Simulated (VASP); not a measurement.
# TiTe2 (P-3m1) in VASP: further runs

TiTe2 is run at these levels: PBEsol+U; tasks: single point.

Program: VASP 6.6.1. These are calculated values, not measurements. Logs are shortened: lines on timing, memory, paths and dates and some standing lists are left out, and cuts for length are marked.

### Step 1. The cell of the first run

It takes space group P-3m1 (No. 164, trigonal). The conventional cell has a = 3.777 Å, b = 3.777 Å, c = 6.498 Å, α = 90.00°, β = 90.00°, γ = 120.00°. Within 3.8 Å of Te (site symmetry 3m) lie 3 Ti at 2.77 Å and 9 Te at 3.78 Å. Ti (site symmetry -3m) has 6 Te at 2.77 Å and 6 Ti at 3.78 Å within 3.8 Å.

### Step 2. Single point, PBEsol+U

POSCAR

```
TiTe2
1.0
    3.7770000000      0.0000000000      0.0000000000
   -1.8885000000      3.2709779501      0.0000000000
    0.0000000000      0.0000000000      6.4980000000
Te Ti
2 1
Direct
    0.3333333333      0.6666666667      0.7372000000
    0.6666666667      0.3333333333      0.2628000000
    0.0000000000      0.0000000000      0.0000000000
```

INCAR.step1

```
SYSTEM = TiTe2
ALGO     = Normal         ! electronic algorithm
EDIFF    = 1E-6           ! SCF threshold, eV
ENCUT    = 520            ! plane-wave cutoff, eV
GGA      = PS             ! functional
ISIF     = 2              ! what is computed and relaxed
ISMEAR   = -1             ! smearing method
LASPH    = .True.         ! aspherical terms in the spheres
LCHARG   = .True.         ! write CHGCAR
LDAU     = .True.         ! DFT+U
LDAUJ    = 0 0          
LDAUL    = -1 2           ! shell
LDAUPRINT= 1            
LDAUTYPE = 2            
LDAUU    = 0 1            ! U, eV
LMAXMIX  = 4              ! l up to which the mixer works
LREAL    = .False.        ! projectors in reciprocal space
LWAVE    = .False.        ! write WAVECAR
NBANDS   = 19             ! bands
NELM     = 150            ! most SCF steps
PREC     = Accurate       ! precision mode
SIGMA    = 0.05           ! smearing width, eV
```

KPOINTS.step1

```
k-points
0
Gamma
  8 8 4
  0 0 0
```

INCAR.step2

```
SYSTEM = TiTe2
ALGO     = Normal         ! electronic algorithm
EDIFF    = 1E-6           ! SCF threshold, eV
ENCUT    = 520            ! plane-wave cutoff, eV
GGA      = PS             ! functional
ICHARG   = 11             ! starting density
ISIF     = 2              ! what is computed and relaxed
ISMEAR   = -5             ! smearing method
LASPH    = .True.         ! aspherical terms in the spheres
LCHARG   = .False.        ! write CHGCAR
LDAU     = .True.         ! DFT+U
LDAUJ    = 0 0          
LDAUL    = -1 2           ! shell
LDAUPRINT= 1            
LDAUTYPE = 2            
LDAUU    = 0 1            ! U, eV
LMAXMIX  = 4              ! l up to which the mixer works
LORBIT   = 10             ! projections on sites
LREAL    = .False.        ! projectors in reciprocal space
LWAVE    = .False.        ! write WAVECAR
NBANDS   = 19             ! bands
NEDOS    = 2001           ! points of the DOS
NELM     = 150            ! most SCF steps
PREC     = Accurate       ! precision mode
SIGMA    = 0.05           ! smearing width, eV
```

KPOINTS.step2

```
k-points
0
Gamma
  12 12 6
  0 0 0
```

Potentials or basis: VASP PAW PBE potentials, release 64 (Te, Ti_sv).

Command:

```
$ cat potpaw_PBE.64/Te/POTCAR potpaw_PBE.64/Ti_sv/POTCAR > POTCAR
$ cp INCAR.step1 INCAR
$ cp KPOINTS.step1 KPOINTS
$ mpirun -np 1 vasp_std > vasp.out
$ cp INCAR.step2 INCAR
$ cp KPOINTS.step2 KPOINTS
$ mpirun -np 1 vasp_std > vasp.out
```

OUTCAR:

```text
SYSTEM = TiTe2
   EDIFF = 1E-6
   ENCUT = 520
   GGA = PS
   ICHARG = 11
   ISIF = 2
   ISMEAR = -5
   LASPH = .True.
   LORBIT = 10
   LREAL = .False.
   NELM = 150
   PREC = Accurate

 ion  position               nearest neighbor table
   1  0.333  0.667  0.737-   3 2.77   3 2.77   3 2.77
   2  0.667  0.333  0.263-   3 2.77   3 2.77   3 2.77
   3  0.000  0.000  0.000-   1 2.77   2 2.77   2 2.77   1 2.77   2 2.77   1 2.77

  LATTYP: Found a hexagonal cell.
 ALAT       =     3.7770000000
 C/A-ratio  =     1.7204130262

  Lattice vectors:

 A1 = (   3.7770000000,   0.0000000000,   0.0000000000)
 A2 = (  -1.8885000000,   3.2709779501,   0.0000000000)
 A3 = (   0.0000000000,   0.0000000000,   6.4980000000)

Analysis of symmetry for initial positions (statically):
=====================================================================
 Subroutine PRICEL returns:
 Original cell was already a primitive cell.

 Routine SETGRP: Setting up the symmetry group for a
 hexagonal supercell.

 Subroutine GETGRP returns: Found 12 space group operations
 (whereof 12 operations were pure point group operations)
 out of a pool of 24 trial point group operations.

The static configuration has the point symmetry D_3d.

Analysis of symmetry for dynamics (positions and initial velocities):
=====================================================================
 Subroutine PRICEL returns:
 Original cell was already a primitive cell.

 Routine SETGRP: Setting up the symmetry group for a
 hexagonal supercell.

 Subroutine GETGRP returns: Found 12 space group operations
 (whereof 12 operations were pure point group operations)
 out of a pool of 24 trial point group operations.

The dynamic configuration has the point symmetry D_3d.

 Subroutine INISYM returns: Found 12 space group operations
 (whereof 12 operations are pure point group operations),
 and found     1 'primitive' translations

----------------------------------------------------------------------------------------

                                     Primitive cell

  volume of cell :      80.2794

  direct lattice vectors                    reciprocal lattice vectors
     3.777000000  0.000000000  0.000000000     0.264760392  0.152859484  0.000000000
    -1.888500000  3.270977950  0.000000000     0.000000000  0.305718967  0.000000000
     0.000000000  0.000000000  6.498000000     0.000000000  0.000000000  0.153893506

  length of vectors
     3.777000000  3.777000000  6.498000000     0.305718967  0.305718967  0.153893506

  position of ions in fractional coordinates (direct lattice)
     0.333333333  0.666666667  0.737200000
     0.666666667  0.333333333  0.262800000
     0.000000000  0.000000000  0.000000000

  ion indices of the primitive-cell ions
   primitive index   ion index
                 1           1
                 2           2
                 3           3

----------------------------------------------------------------------------------------

 KPOINTS: k-points

Automatic generation of k-mesh.
 Grid dimensions read from file:
 generate k-points for:   12   12    6

 Generating k-lattice:

  Cartesian coordinates                     Fractional coordinates (reciprocal lattice)
     0.022063366  0.012738290  0.000000000     0.083333333 -0.000000000  0.000000000
     0.000000000  0.025476581  0.000000000     0.000000000  0.083333333  0.000000000
[... 44 lines left out ...]
   total plane-waves  NPLWV =  37632
   dimension x,y,z NGX =    28 NGY =   28 NGZ =   48
   dimension x,y,z NGXF=    56 NGYF=   56 NGZF=   96
   ions per type =               2   1
   NGX,Y,Z   is equivalent  to a cutoff of  12.32, 12.32, 12.28 a.u.
   NGXF,Y,Z  is equivalent  to a cutoff of  24.65, 24.65, 24.56 a.u.
 SYSTEM =  TiTe2
   PREC   = accura    normal or accurate (medium, high low for compatibility)
   ISTART =      0    job   : 0-new  1-cont  2-samecut
   ICHARG =     11    charge: 1-file 2-atom 10-const
   ISPIN  =      1    spin polarized calculation?
   LNONCOLLINEAR =      F non collinear calculations
   LSORBIT =      F    spin-orbit coupling
   LASPH  =      T    aspherical Exc in radial PAW
   ENCUT  =  520.0 eV  38.22 Ry    6.18 a.u.   7.02  7.02 12.08*2*pi/ulx,y,z
   NELM   =    150;   NELMIN=  2; NELMDL=  0     # of ELM steps
   EDIFF  = 0.1E-05   stopping-criterion for ELM
   LREAL  =      F    real-space projection
   EDIFFG = 0.1E-04   stopping-criterion for IOM
   NSW    =      0    number of steps for IOM
   IBRION =     -1    ionic relax: 0-MD 1-quasi-New 2-CG
   NFREE  =      0    steps in history (QN), initial steepest desc. (CG)
   ISIF   =      2    stress and relaxation
   ISYM   =      2    0-nonsym 1-usesym 2-fastsym
   POTIM  = 0.5000    time-step for ionic-motion
   TEBEG  =    0.0;   TEEND  =   0.0 temperature during run
   PSTRESS=    0.0 pullay stress
   NELECT =      24.0000    total number of electrons
   NUPDOWN=      -1.0000    fix difference up-down
   EMIN   =  10.00;   EMAX   =-10.00  energy-range for DOS
   EFERMI =   0.00;   METHOD = LEGACY
   ISMEAR =    -5;   SIGMA  =   0.05  broadening in eV -4-tet -1-fermi 0-gaus
   EFERMI_NEDOS =   21; number of points for ismear=-14 and -15
   IALGO  =     38    algorithm
   IMIX   =      4    mixing-type and parameters
     AMIX     =   0.40;   BMIX     =  1.00
     AMIX_MAG =   1.60;   BMIX_MAG =  1.00
  volume/ion in A,a.u.               =      26.76       180.58
  Fermi-wavevector in a.u.,A,eV,Ry     =   1.094655  2.068597 16.303438  1.198269
  Thomas-Fermi vector in A             =   2.230964
   LORBIT       =     10    0 simple, 1 ext, 2 COOP (PROOUT), +10 PAW based schemes
 LDA+U is selected, type is set to LDAUTYPE =  2
   angular momentum for each species LDAUL =    -1    2
   U (eV)           for each species LDAUU =   0.0  1.0
   J (eV)           for each species LDAUJ =   0.0  0.0
   GGA     = PS    functional components
   LHFCALC =     F    Hartree Fock is set to
   AEXX    =    0.0000 exact exchange contribution
   IVDW    =     0    specifies the selected vdW correction
   LEPSILON=     F    determine dielectric tensor
   LRPA    =     F    only Hartree local field effects (RPA)
 non-spin polarized calculation
 Fermi weights with tetrahedron method with Bloechl corrections
  energy-cutoff  :      520.00
  volume of cell :       80.28
 maximum number of plane-waves:      2181

atom =   3  type =  2  l = 2

 onsite density matrix

spin component  1

  0.1616 -0.0000 -0.0000  0.0635 -0.0000
 -0.0000  0.2480  0.0000  0.0000  0.0635
 -0.0000  0.0000  0.1087  0.0000  0.0000
  0.0635  0.0000  0.0000  0.2480  0.0000
 -0.0000  0.0635  0.0000  0.0000  0.1616

spin component  2

  0.1616 -0.0000 -0.0000  0.0635 -0.0000
 -0.0000  0.2480  0.0000  0.0000  0.0635
 -0.0000  0.0000  0.1087  0.0000  0.0000
  0.0635  0.0000  0.0000  0.2480  0.0000
 -0.0000  0.0635  0.0000  0.0000  0.1616

 occupancies and eigenvectors

  o =  0.1087  v =  0.0000 -0.0000 -1.0000 -0.0000  0.0000  0.0000  0.0000  0.0000  0.0000  0.0000      0.0000  0.0000  0.0000  0.0000  0.0000  0.0000  0.0000  0.0000  0.0000  0.0000
  o =  0.1087  v =  0.0000  0.0000  0.0000  0.0000  0.0000  0.0000 -0.0000 -1.0000 -0.0000  0.0000      0.0000  0.0000  0.0000  0.0000  0.0000  0.0000  0.0000  0.0000  0.0000  0.0000
  o =  0.1280  v =  0.0000  0.0000  0.0000  0.0000  0.0000 -0.8840  0.0000 -0.0000  0.4676 -0.0000      0.0000  0.0000  0.0000  0.0000  0.0000  0.0000  0.0000  0.0000  0.0000  0.0000
  o =  0.1280  v = -0.8840  0.0000 -0.0000  0.4676 -0.0000  0.0000  0.0000  0.0000  0.0000  0.0000      0.0000  0.0000  0.0000  0.0000  0.0000  0.0000  0.0000  0.0000  0.0000  0.0000
  o =  0.1280  v =  0.0000  0.4676 -0.0000  0.0000 -0.8840  0.0000  0.0000  0.0000  0.0000  0.0000      0.0000  0.0000  0.0000  0.0000  0.0000  0.0000  0.0000  0.0000  0.0000  0.0000
  o =  0.1280  v =  0.0000  0.0000  0.0000  0.0000  0.0000  0.0000  0.4676 -0.0000  0.0000 -0.8840      0.0000  0.0000  0.0000  0.0000  0.0000  0.0000  0.0000  0.0000  0.0000  0.0000
  o =  0.2816  v =  0.4676  0.0000 -0.0000  0.8840 -0.0000  0.0000  0.0000  0.0000  0.0000  0.0000      0.0000  0.0000  0.0000  0.0000  0.0000  0.0000  0.0000  0.0000  0.0000  0.0000
  o =  0.2816  v =  0.0000  0.0000  0.0000  0.0000  0.0000  0.4676  0.0000 -0.0000  0.8840 -0.0000      0.0000  0.0000  0.0000  0.0000  0.0000  0.0000  0.0000  0.0000  0.0000  0.0000
  o =  0.2816  v =  0.0000  0.0000  0.0000  0.0000  0.0000  0.0000  0.8840  0.0000  0.0000  0.4676      0.0000  0.0000  0.0000  0.0000  0.0000  0.0000  0.0000  0.0000  0.0000  0.0000
  o =  0.2816  v =  0.0000  0.8840  0.0000  0.0000  0.4676  0.0000  0.0000  0.0000  0.0000  0.0000      0.0000  0.0000  0.0000  0.0000  0.0000  0.0000  0.0000  0.0000  0.0000  0.0000

 number of electron      23.9999998 magnetization

 Free energy of the ion-electron system (eV)
  ---------------------------------------------------
  ext. energy  EPLUGINS =         0.00000000
  ---------------------------------------------------
  free energy    TOTEN  =       -16.78034399 eV

  energy without entropy =      -16.78034399  energy(sigma->0) =      -16.78034399

 E-fermi :   6.7999     XC(G=0): -10.0061

 val. band max:        6.8997288197   @ k =   0.0833   0.0000   0.0000
 cond. band min:       6.7476763521   @ k =   0.5000   0.0000   0.1667
 fundamental gap:     -0.1520524676
 Fermi energy:         6.7999153367

 k-point     1 :       0.0000    0.0000    0.0000
  band No.  band energies     occupation
      1     -50.8122      2.00000
      2     -27.1585      2.00000
      3     -27.1585      2.00000
      4     -27.1187      2.00000
      5      -5.7186      2.00000
      6      -4.2043      2.00000
[... 505 lines left out ...]
      6      -4.1813      2.00000
[... 11 lines left out ...]
     18      12.9647      0.00000
     19      13.4676      0.00000

 [... further k-points ...]
[... 5 lines left out ...]
  --------------------------------------------------------------------------------------
  -------------------------------------------------------------------------------------
  Total       -0.9886116     -0.9886116     -0.7974330      0.0000000      0.0000000      0.0000000
  in kB      -19.7302221    -19.7302221    -15.9147743      0.0000000      0.0000000      0.0000000
  external PRESSURE =     -18.4584061 kB  Pullay stress =       0.0000000 kB

 VOLUME and BASIS-vectors are now :
 -----------------------------------------------------------------------------
  energy-cutoff  :      520.00
  volume of cell :       80.28
      direct lattice vectors                 reciprocal lattice vectors
     3.777000000  0.000000000  0.000000000     0.264760392  0.152859484  0.000000000
    -1.888500000  3.270977950  0.000000000     0.000000000  0.305718967  0.000000000
     0.000000000  0.000000000  6.498000000     0.000000000  0.000000000  0.153893506

 POSITION                                       TOTAL-FORCE (eV/Angst)
 -----------------------------------------------------------------------------------
     -0.00000      2.18065      4.79033         0.000000      0.000000      0.058635
      1.88850      1.09033      1.70767        -0.000000     -0.000000     -0.058635
      0.00000      0.00000      0.00000        -0.000000      0.000000      0.000000
 -----------------------------------------------------------------------------------
    total drift:                                0.000000     -0.000000      0.000000

  FREE ENERGIE OF THE ION-ELECTRON SYSTEM (eV)
  ---------------------------------------------------
  free  energy   TOTEN  =       -16.7803439921 eV

  energy  without entropy=      -16.7803439921  energy(sigma->0) =      -16.78034399

 total charge

# of ion       s       p       d       tot
------------------------------------------
    1        1.383   1.994   0.038   3.415
    2        1.383   1.994   0.038   3.415
    3        2.172   6.127   1.827  10.126
--------------------------------------------------
tot          4.938  10.115   1.903  16.957
```

It took 56 s on 1 thread of AMD EPYC 9R45 (Zen 5), shared host; peak memory 0.26 GiB.

Results:

```
Valence electrons inside the program's atomic spheres : Te 3.42; Ti 10.13
```

Levels at points of the mesh, in eV from the Fermi level:
| k point | band 9 | band 10 | band 11 | band 12 | band 13 | band 14 | band 15 | band 16 |
| --- | --- | --- | --- | --- | --- | --- | --- | --- |
| (0.00, 0.00, 0.00) | -1.76 | 0.33 | 0.36 | 0.36 | 0.50 | 0.99 | 0.99 | 2.99 |
| (0.50, 0.00, 0.00) | -2.83 | -2.49 | -1.84 | -1.24 | -0.03 | 1.14 | 1.47 | 2.29 |
| (0.00, 0.00, 0.50) | -1.69 | -1.69 | 0.35 | 0.35 | 0.67 | 0.67 | 1.01 | 3.42 |
| (0.50, 0.00, 0.50) | -2.49 | -2.11 | -1.07 | -0.71 | -0.32 | 1.14 | 1.45 | 2.53 |

Eigenvalues of the final occupation matrices:
| site | spin | trace | eigenvalues |
| --- | --- | --- | --- |
| site 3 d | 1 | 0.93 | 0.11 0.13 0.13 0.28 0.28 |
| site 3 d | 2 | 0.93 | 0.11 0.13 0.13 0.28 0.28 |

Caveat: the PAW data sets were made with another functional, which shifts forces and pressure a little; spin-orbit coupling is left out, which moves the levels of the heavy elements; this functional lacks dispersion, which binds layers or chains, so the pressure and a relaxed spacing across them are unreliable; U without spin polarisation on a metal has little footing; the U is typed as a test and isn't derived for this compound.

### Step 3. Single point, PBEsol+U

POSCAR is that of step 2.

INCAR.step1

```
SYSTEM = TiTe2
  PREC = Accurate
  ENCUT = 520
  EDIFF = 1E-6
  ISMEAR = -1
  SIGMA = 0.05
  LREAL = .False.
  LASPH = .True.
  NELM = 150
  ALGO = Normal
  ISIF = 2
  LWAVE = .False.
  LCHARG = .True.
  LMAXMIX = 4
  LDAU = .True.
  LDAUTYPE = 2
  LDAUL = -1 2
  LDAUU = 0 4
  LDAUJ = 0 0
  LDAUPRINT = 1
  GGA = PS
  NBANDS = 19
```

KPOINTS.step1

```
regular mesh
0
Gamma
  8 8 4
  0 0 0
```

INCAR.step2

```
SYSTEM = TiTe2
  PREC = Accurate
  ENCUT = 520
  EDIFF = 1E-6
  ISMEAR = -5
  SIGMA = 0.05
  LREAL = .False.
  LASPH = .True.
  NELM = 150
  ALGO = Normal
  ISIF = 2
  LWAVE = .False.
  LCHARG = .False.
  LMAXMIX = 4
  LDAU = .True.
  LDAUTYPE = 2
  LDAUL = -1 2
  LDAUU = 0 4
  LDAUJ = 0 0
  LDAUPRINT = 1
  GGA = PS
  LORBIT = 11
  NBANDS = 19
  NEDOS = 1001
  ICHARG = 11
```

KPOINTS.step2

```
regular mesh
0
Gamma
  12 12 6
  0 0 0
```

Potentials or basis: VASP PAW PBE potentials, release 64 (Te, Ti_sv).

Command:

```
$ cat potpaw_PBE.64/Te/POTCAR potpaw_PBE.64/Ti_sv/POTCAR > POTCAR
$ cp INCAR.step1 INCAR
$ cp KPOINTS.step1 KPOINTS
$ mpirun -np 1 vasp_std > vasp.out
$ cp INCAR.step2 INCAR
$ cp KPOINTS.step2 KPOINTS
$ mpirun -np 1 vasp_std > vasp.out
```

Run time: 55 s. Hardware: 1 thread of AMD EPYC 9R45 (Zen 5), shared host; peak memory 0.26 GiB.

It converged, with:

- Valence electrons inside the program's atomic spheres: Te 3.44; Ti 10.03

Levels at points of the mesh, in eV from the Fermi level:
| k point | band 10 | band 11 | band 12 | band 13 | band 14 | band 15 |
| --- | --- | --- | --- | --- | --- | --- |
| (0.00, 0.00, 0.00) | 0.28 | 0.41 | 0.41 | 0.49 | 0.77 | 0.77 |
| (0.50, 0.00, 0.00) | -2.66 | -2.07 | -1.48 | -0.02 | 1.29 | 1.66 |
| (0.00, 0.00, 0.50) | -1.90 | 0.41 | 0.41 | 0.46 | 0.46 | 1.14 |
| (0.50, 0.00, 0.50) | -2.34 | -1.32 | -0.97 | -0.26 | 1.27 | 1.63 |

Eigenvalues of the final occupation matrices:
| site | spin | trace | eigenvalues |
| --- | --- | --- | --- |
| site 3 d | 1 | 0.87 | 0.08 0.10 0.10 0.29 0.29 |
| site 3 d | 2 | 0.87 | 0.08 0.10 0.10 0.29 0.29 |

Caveat: the PAW data sets were made with another functional, which shifts forces and pressure a little; spin-orbit coupling is left out, which moves the levels of the heavy elements; this functional lacks dispersion, which binds layers or chains, so the pressure and a relaxed spacing across them are unreliable; U without spin polarisation on a metal has little footing; the U is typed as a test and isn't derived for this compound.
